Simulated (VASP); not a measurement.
Write the native input for VASP 6.6.1 that does the following.

```yaml
Task: relaxation of cell and atoms
Functional: PBE
Potentials_or_basis: VASP PAW PBE potentials, release 64 (Zr_sv, B)
Cutoff: 600 eV
k_mesh: 14 × 14 × 14
Occupations: gaussian, width 0.1 eV
Spin: no spin polarisation
Dipole_correction: no
Further_INCAR_settings: ALGO = Fast; EDIFF = 1e-06; IBRION = 2; EDIFFG = -0.01; NSW = 100; ISIF = 3
```

The structure of Zr2B lies in POSCAR:

```
Zr2B
1.0
    0.0000000000      2.9352397700      2.9352397700
    2.9352397700      0.0000000000      2.9352397700
    2.9352397700      2.9352397700      0.0000000000
Zr B
2 1
Direct
    0.2500000000      0.2500000000      0.2500000000
    0.7500000000      0.7500000000      0.7500000000
    0.0000000000      0.0000000000      0.0000000000
```

The input as run:

INCAR

```
SYSTEM = Zr2B
ALGO = Fast
EDIFF = 1E-6
EDIFFG = -0.01
ENCUT = 600
GGA = PE
IBRION = 2
ISIF = 3
ISMEAR = 0
LASPH = .True.
LCHARG = .False.
LREAL = .False.
LWAVE = .False.
NELM = 100
NSW = 100
PREC = Accurate
SIGMA = 0.1
```

KPOINTS

```
k-points
0
Gamma
  14 14 14
  0 0 0
```

Potentials or basis: VASP PAW PBE potentials, release 64 (Zr_sv, B).

Command:

```sh
$ cat potpaw_PBE.64/Zr_sv/POTCAR potpaw_PBE.64/B/POTCAR > POTCAR
$ mpirun -np 1 vasp_std > vasp.out
```

Results of the run:

```
Relaxed volume                         : 17.37 Å³/atom
Relaxed cell                           : a = 4.193 Å, b = 4.193 Å, c = 4.193 Å, α = 60.00°, β = 60.00°, γ = 60.00°
Space group after relaxing (to 0.05 Å) : Fm-3m (No. 225)
Energy gained by relaxing              : 6.3 meV/atom
Ionic steps                            : 3
Pressure after relaxing                : 0.0 GPa
```

Run time: 8.7 min on 1 thread of Intel(R) Xeon(R) Platinum 8259CL CPU @ 2.50GHz (Skylake/Cascade Lake) (shared host), peak memory 0.29 GiB.
